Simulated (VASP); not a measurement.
# WC in VASP: a series of runs

The runs below take WC through single point, with PBE.

Program: VASP 6.6.1. These are calculated values, not measurements. Logs are shortened: lines on timing, memory, paths and dates and some standing lists are left out, and cuts for length are marked.

## Step 1: The cell of the first run

The structure is orthorhombic, space group Amm2 (No. 38). Conventional cell: a = 2.847 Å, b = 3.009 Å, c = 5.059 Å, α = 90.00°, β = 90.00°, γ = 90.00°. W (site symmetry mm2) has 6 C at 2.21 to 2.24 Å and 8 W at 2.85 to 3.01 Å within 3.1 Å. C (site symmetry mm2) has 6 W at 2.21 to 2.24 Å and 8 C at 2.85 to 3.01 Å within 3.1 Å.

## Step 2: Single point, PBE, non-collinear spin, zero start, spin-orbit coupling

The input, INCAR:

```
PREC = Accurate
ENCUT = 520
EDIFF = 1E-6
ISMEAR = 0
SIGMA = 0.05
LREAL = False
LASPH = True
NELM = 150
ALGO = Normal
ISIF = 2
LWAVE = False
LCHARG = False
MAGMOM = 0 0 0 0 0 0
LORBIT = 11
LSORBIT = True
GGA_COMPAT = False
LORBMOM = True
LMAXMIX = 4
GGA = PE
NBANDS = 30
```

The input, KPOINTS:

```
Automatic mesh
0
Gamma
  14 14 12
```

The input, POSCAR:

```
WC
1.0
    3.0085825809      0.0000000000      0.0000000000
   -1.5042912904      2.5296203344      0.0000000000
    0.0000000000      0.0000000000      2.8466159029
W C
1 1
Direct
    0.0000000000      0.0000000000      0.0000000000
    0.6666666667      0.3333333333      0.5000000000
```

Potentials or basis: VASP PAW PBE potentials, release 64 (W_sv, C).

Run with:

```bash
$ cat potpaw_PBE.64/W_sv/POTCAR potpaw_PBE.64/C/POTCAR > POTCAR
$ mpirun -np 1 vasp_ncl > vasp.out
```

OUTCAR:

```text
PREC = Accurate
   ENCUT = 520
   EDIFF = 1E-6
   ISMEAR = 0
   LREAL = False
   LASPH = True
   NELM = 150
   ISIF = 2
   LORBIT = 11
   LSORBIT = True
   GGA = PE

 ion  position               nearest neighbor table
   1  0.000  0.000  0.000-   2 2.21   2 2.21   2 2.24   2 2.24   2 2.24   2 2.24
   2  0.667  0.333  0.500-   1 2.21   1 2.21   1 2.24   1 2.24   1 2.24   1 2.24

  Warning from LATTYP: Monoclinic adjustment (A1->A3, A2->A1, A3->A2)!
  LATTYP: Found a base centered orthorhombic cell.
 ALAT       =     3.0085825809
 B/A-ratio  =     1.6816027258
 C/A-ratio  =     0.9461651214

  Lattice vectors:

 A1 = (   1.5042912904,  -2.5296203344,   0.0000000000)
 A2 = (   1.5042912905,   2.5296203344,   0.0000000000)
 A3 = (   0.0000000000,   0.0000000000,   2.8466159029)

Analysis of symmetry for initial positions (statically):
=====================================================================
 Subroutine PRICEL returns:
 Original cell was already a primitive cell.

 Routine SETGRP: Setting up the symmetry group for a
 base centered orthorhombic supercell.

 Subroutine GETGRP returns: Found  4 space group operations
 (whereof  4 operations were pure point group operations)
 out of a pool of  8 trial point group operations.

The static configuration has the point symmetry C_2v.

Analysis of symmetry for dynamics (positions and initial velocities):
=====================================================================
 Subroutine PRICEL returns:
 Original cell was already a primitive cell.

 Routine SETGRP: Setting up the symmetry group for a
 base centered orthorhombic supercell.

 Subroutine GETGRP returns: Found  4 space group operations
 (whereof  4 operations were pure point group operations)
 out of a pool of  8 trial point group operations.

The dynamic configuration has the point symmetry C_2v.

Analysis of structural, dynamic, and magnetic symmetry:
=====================================================================
 Subroutine PRICEL returns:
 Original cell was already a primitive cell.

 Routine SETGRP: Setting up the symmetry group for a
 base centered orthorhombic supercell.

 Subroutine GETGRP returns: Found  4 space group operations
 (whereof  4 operations were pure point group operations)
 out of a pool of  8 trial point group operations.

[... 975 lines left out ...]
      0.00000      0.00000      0.00000         0.000000      0.131302      0.000000
      1.50429      0.84321      1.42331        -0.000000     -0.131302      0.000000
 -----------------------------------------------------------------------------------
    total drift:                               -0.000000     -0.000076     -0.000000

  FREE ENERGIE OF THE ION-ELECTRON SYSTEM (eV)
  ---------------------------------------------------
  free  energy   TOTEN  =       -23.1719210256 eV

  energy  without entropy=      -23.1714587344  energy(sigma->0) =      -23.17168988

 orbital moment (x)

 # of ion     p       d       tot
 ----------------------------------------
  1         0.000   0.000   0.000
  2         0.000   0.000   0.000
 ----------------------------------------
            0.000   0.000   0.000

 orbital moment (y)

 # of ion     p       d       tot
 ----------------------------------------
  1         0.000   0.000   0.000
  2         0.000   0.000   0.000
 ----------------------------------------
            0.000   0.000   0.000

 orbital moment (z)

 # of ion     p       d       tot
 ----------------------------------------
  1         0.000   0.000   0.000
  2         0.000   0.000   0.000
 ----------------------------------------
            0.000   0.000   0.000

 Spin-Orbit-Coupling matrix elements

 Ion:    1  E_soc:     -1.4945867
 l=   1
     0.0000000    -0.2184609    -0.2220239
    -0.2184609     0.0000000    -0.2180647
    -0.2220239    -0.2180647     0.0000000
 l=   2
     0.0000000    -0.0057404     0.0000000    -0.0055636    -0.0278217
    -0.0057404     0.0000000    -0.0165419    -0.0050394    -0.0056290
     0.0000000    -0.0165419     0.0000000    -0.0166993     0.0000000
    -0.0055636    -0.0050394    -0.0166993     0.0000000    -0.0057086
    -0.0278217    -0.0056290     0.0000000    -0.0057086     0.0000000
 l=   3
     0.0000000     0.0000000     0.0000000     0.0000000     0.0000000     0.0000000     0.0000000
     0.0000000     0.0000000     0.0000000     0.0000000     0.0000000     0.0000000     0.0000000
     0.0000000     0.0000000     0.0000000     0.0000000     0.0000000     0.0000000     0.0000000
     0.0000000     0.0000000     0.0000000     0.0000000     0.0000000     0.0000000     0.0000000
     0.0000000     0.0000000     0.0000000     0.0000000     0.0000000     0.0000000     0.0000000
     0.0000000     0.0000000     0.0000000     0.0000000     0.0000000     0.0000000     0.0000000
     0.0000000     0.0000000     0.0000000     0.0000000     0.0000000     0.0000000     0.0000000

 Ion:    2  E_soc:     -0.0002835
 l=   1
     0.0000000    -0.0000473    -0.0000444
    -0.0000473     0.0000000    -0.0000499
    -0.0000444    -0.0000499     0.0000000
 l=   2
     0.0000000     0.0000000     0.0000000     0.0000000     0.0000000
     0.0000000     0.0000000     0.0000000     0.0000000     0.0000000
     0.0000000     0.0000000     0.0000000     0.0000000     0.0000000
     0.0000000     0.0000000     0.0000000     0.0000000     0.0000000
     0.0000000     0.0000000     0.0000000     0.0000000     0.0000000
 l=   3
     0.0000000     0.0000000     0.0000000     0.0000000     0.0000000     0.0000000     0.0000000
     0.0000000     0.0000000     0.0000000     0.0000000     0.0000000     0.0000000     0.0000000
     0.0000000     0.0000000     0.0000000     0.0000000     0.0000000     0.0000000     0.0000000
     0.0000000     0.0000000     0.0000000     0.0000000     0.0000000     0.0000000     0.0000000
     0.0000000     0.0000000     0.0000000     0.0000000     0.0000000     0.0000000     0.0000000
     0.0000000     0.0000000     0.0000000     0.0000000     0.0000000     0.0000000     0.0000000
     0.0000000     0.0000000     0.0000000     0.0000000     0.0000000     0.0000000     0.0000000

 total charge

# of ion       s       p       d       tot
------------------------------------------
    1        2.338   6.396   3.349  12.082
    2        0.851   1.541   0.000   2.391
--------------------------------------------------
tot          3.188   7.937   3.349  14.474

 magnetization (x)

# of ion       s       p       d       tot
------------------------------------------
    1        0.000   0.000   0.000   0.000
    2        0.000   0.000   0.000   0.000
--------------------------------------------------
tot          0.000   0.000   0.000   0.000

 magnetization (y)

# of ion       s       p       d       tot
------------------------------------------
    1        0.000   0.000   0.000   0.000
    2        0.000   0.000   0.000   0.000
--------------------------------------------------
tot          0.000   0.000   0.000   0.000

 magnetization (z)

# of ion       s       p       d       tot
------------------------------------------
    1        0.000   0.000   0.000   0.000
    2        0.000   0.000   0.000   0.000
--------------------------------------------------
tot          0.000   0.000   0.000   0.000
```

OSZICAR:

```text
N       E                     dE             d eps       ncg     rms          rms(c)
DAV:   1     0.174155019128E+03    0.17416E+03   -0.93299E+03 44164   0.135E+03
DAV:   2    -0.166013060832E+02   -0.19076E+03   -0.18320E+03 47490   0.421E+02
DAV:   3    -0.261509483340E+02   -0.95496E+01   -0.93655E+01 52926   0.908E+01
DAV:   4    -0.262775570627E+02   -0.12661E+00   -0.12647E+00 47192   0.108E+01
DAV:   5    -0.262785418421E+02   -0.98478E-03   -0.98476E-03 50294   0.106E+00    0.299E+01
DAV:   6    -0.232501602705E+02    0.30284E+01   -0.56386E+00 51370   0.279E+01    0.717E+00
DAV:   7    -0.232028802552E+02    0.47280E-01   -0.62397E-01 45766   0.640E+00    0.585E+00
DAV:   8    -0.231742203362E+02    0.28660E-01   -0.92676E-02 48278   0.258E+00    0.159E+00
DAV:   9    -0.231721503112E+02    0.20700E-02   -0.33426E-03 48180   0.476E-01    0.401E-01
DAV:  10    -0.231719443473E+02    0.20596E-03   -0.99710E-04 49290   0.259E-01    0.115E-01
DAV:  11    -0.231719235382E+02    0.20809E-04   -0.13579E-04 45798   0.146E-01    0.391E-02
DAV:  12    -0.231719213946E+02    0.21436E-05   -0.71764E-06 49800   0.265E-02    0.107E-02
DAV:  13    -0.231719210256E+02    0.36900E-06   -0.16272E-06 40026   0.123E-02
   1 F= -.23171921E+02 E0= -.23171690E+02  d E =-.462291E-03  mag=     0.0000    -0.0000     0.0000
```

It took 29 min on 1 thread of Oxide Virtual Turin-like, shared host; peak memory 0.69 GiB.

Results:

- Free energy: -23.1719 eV
- Pressure: -8.0 GPa
- Largest force: 0.131 eV/Å
- Net moment: 0.00 μB per cell
- Valence electrons inside the program's atomic spheres: W 12.08; C 2.39

Forces in eV/Å, atoms in the order of the input:
```
W    0.000  0.131  0.000
C    0.000 -0.131  0.000
```

Stress tensor (GPa, compression positive):
```
-17.01   0.00   0.00
  0.00  -4.52   0.00
  0.00   0.00  -2.58
```

Moments on the atoms (μB; x, y, z):
```
W   0.00 0.00 0.00
C   0.00 0.00 0.00
```

Caveat: the stress differs along the axes, from -17 to -3 GPa.

## Step 3: Single point, PBE, non-collinear spin, zero start, spin-orbit coupling

This run uses another cell than the first one, of 10.52 Å³/atom.

The input, INCAR:

```
SYSTEM = WC
  ALGO = Normal
  EDIFF = 1E-6
  ENCUT = 520
  GGA = PE
  GGA_COMPAT = .FALSE.
  ISIF = 2
  ISMEAR = -5
  LASPH = .TRUE.
  LCHARG = .FALSE.
  LMAXMIX = 4
  LORBIT = 11
  LORBMOM = .TRUE.
  LREAL = .FALSE.
  LSORBIT = .TRUE.
  LWAVE = .FALSE.
  MAGMOM = 0 0 0 0 0 0
  NBANDS = 30
  NELM = 150
  PREC = Accurate
  SIGMA = 0.1
```

The input, KPOINTS:

```
k-points
0
G
  14 14 12
  0 0 0
```

The input, POSCAR:

```
WC
1.0
    2.9209539620      0.0000000000      0.0000000000
   -1.4604769810      2.5296203344      0.0000000000
    0.0000000000      0.0000000000      2.8466159029
W C
1 1
Direct
    0.0000000000      0.0000000000      0.0000000000
    0.6666666667      0.3333333333      0.5000000000
```

Potentials or basis: VASP PAW PBE potentials, release 64 (W_sv, C).

Run with:

```bash
$ cat potpaw_PBE.64/W_sv/POTCAR potpaw_PBE.64/C/POTCAR > POTCAR
$ mpirun -np 1 vasp_ncl > vasp.out
```

Run time: 3 min. Hardware: 1 thread of Oxide Virtual Turin-like, shared host; peak memory 0.37 GiB.

Results (log left out):

| Property | Result |
| --- | --- |
| Free energy | -23.2019 eV |
| Pressure | 2.1 GPa |
| Net moment | 0.00 μB per cell |
| Valence electrons inside the program's atomic spheres | W 12.15; C 2.42 |

Stress tensor (GPa, compression positive):
```
2.02 0.00 0.00
0.00 2.02 0.00
0.00 0.00 2.35
```

Moments on the atoms (μB; x, y, z):
```
W   0.00 0.00 0.00
C   0.00 0.00 0.00
```

## Step 4: Single point, PBE, non-collinear spin, zero start, spin-orbit coupling

This run uses another cell than the first one, of 10.52 Å³/atom.

The input, INCAR:

```
SYSTEM = WC
PREC = Accurate
ENCUT = 520
EDIFF = 1E-7
ISMEAR = -4
SIGMA = 0.1
LREAL = .FALSE.
LASPH = .TRUE.
NELM = 150
ALGO = Normal
ISIF = 2
LWAVE = .FALSE.
LCHARG = .FALSE.
MAGMOM = 0 0 0 0 0 0
LORBIT = 11
LSORBIT = .TRUE.
GGA_COMPAT = .FALSE.
LORBMOM = .TRUE.
LMAXMIX = 4
GGA = PE
NBANDS = 30
```

The input, KPOINTS:

```
regular mesh
0
G
  14 14 12
  0 0 0
```

POSCAR is that of step 3.

Run with:

```bash
$ cat potpaw_PBE.64/W_sv/POTCAR potpaw_PBE.64/C/POTCAR > POTCAR
$ mpirun -np 1 vasp_ncl > vasp.out
```

It took 3.1 min on 1 thread of Oxide Virtual Turin-like, shared host; peak memory 0.38 GiB.

It converged, with:

```
Free energy                                           : -23.1963 eV
Pressure                                              : 2.2 GPa
Net moment                                            : 0.00 μB per cell
Valence electrons inside the program's atomic spheres : W 12.15; C 2.42
```

Stress tensor (GPa, compression positive):
```
2.11 0.00 0.00
0.00 2.11 0.00
0.00 0.00 2.37
```

Moments on the atoms (μB; x, y, z):
```
W   0.00 0.00 0.00
C   0.00 0.00 0.00
```
